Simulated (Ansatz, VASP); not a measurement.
**Sr in VASP and in Ansatz**

INCAR

```
AGGAC = 1.0 ; AGGAX = 1.0
ALDAC = 0.0 ; ALDAX = 1.0
ALGO = Normal ; EDIFF = 1E-6
ENCUT = 520 ; GGA = B5
ISIF = 2 ; ISMEAR = -1
LASPH = True ; LCHARG = False
LREAL = False ; LWAVE = False
NBANDS = 11 ; NELM = 80
PREC = Accurate ; SIGMA = 0.1
```

KPOINTS

```
k-points
0
Gamma
  15 15 15
```

POSCAR

```
Sr
1.0
    0.0000000000      2.9154352404      2.9154352404
    2.9154352404      0.0000000000      2.9154352404
    2.9154352404      2.9154352404      0.0000000000
Sr
1
Direct
    0.0000000000      0.0000000000      0.0000000000
```

Input for Ansatz:

```yaml
crystal:
  lattice:
    - [0.0, 2.9154352404, 2.9154352404]
    - [2.9154352404, 0.0, 2.9154352404]
    - [2.9154352404, 2.9154352404, 0.0]
  atoms:
    - { symbol: Sr, position: [0.0, 0.0, 0.0] }
hamiltonian:
  xc: blyp
  pseudopotentials:
    kind: paw
    azcp:
      Sr: "pseudopotentials/Sr.paw.azcp"
basis:
  ecutwfc: 420
  fft_grid_basis: typed
kpoints:
  mp_grid: { grid: [15, 15, 15], shift: [0, 0, 0] }
magnetization:
  spin_polarized: false
scf:
  occupations: { method: fermi_dirac, width: 0.1 }
output:
  stress: true
```

Alike in both runs: task single point; functional BLYP; k mesh 15 × 15 × 15; occupations fermi-dirac, width 0.1 eV; no spin polarisation.

|  | VASP | Ansatz |
| --- | --- | --- |
| version | VASP 6.6.1 | Ansatz 0.2.0 |
| potentials or method | VASP PAW PBE potentials, release 64 (Sr_sv), cutoff 520 eV | plane waves (420 eV) with PAW, scalar-relativistic |
| valence electrons in the cell | 10 | 10 |

```tsv
	VASP	Ansatz	Ansatz less VASP
pressure (GPa)	1.7	1.7	-0.01
```

VASP's potentials were made for PBE, not for BLYP.
